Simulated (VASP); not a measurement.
A run of VASP 6.6.1:

The input INCAR:

```
SYSTEM = Pt
  PREC = Accurate
  ENCUT = 520
  EDIFF = 1E-6
  ISMEAR = 0
  SIGMA = 0.02
  LREAL = .FALSE.
  LASPH = .TRUE.
  NELM = 60
  ALGO = Normal
  ISIF = 2
  LWAVE = .FALSE.
  LCHARG = .FALSE.
  GGA = RE
  NBANDS = 11
```

Contents of KPOINTS:

```
regular mesh
0
G
  10 10 10
  0 0 0
```

The input POSCAR:

```
Pt
1.0
    0.0000000000      1.9609000000      1.9609000000
    1.9609000000      0.0000000000      1.9609000000
    1.9609000000      1.9609000000      0.0000000000
Pt
1
Direct
    0.0000000000      0.0000000000      0.0000000000
```

Potentials or basis: VASP PAW PBE potentials, release 64 (Pt).

Command:

```sh
$ cat potpaw_PBE.64/Pt/POTCAR > POTCAR
$ mpirun -np 1 vasp_std > vasp.out
```

Hardware: 1 thread of Intel Xeon 6975P-C, on a shared host.

Problem. How long does it take, and how much memory?

Solution. Run time: 4.9 s on 1 thread of Intel Xeon 6975P-C, with other jobs on the host, peak memory 0.14 GiB. Counts: scf iterations 11, k points 47.
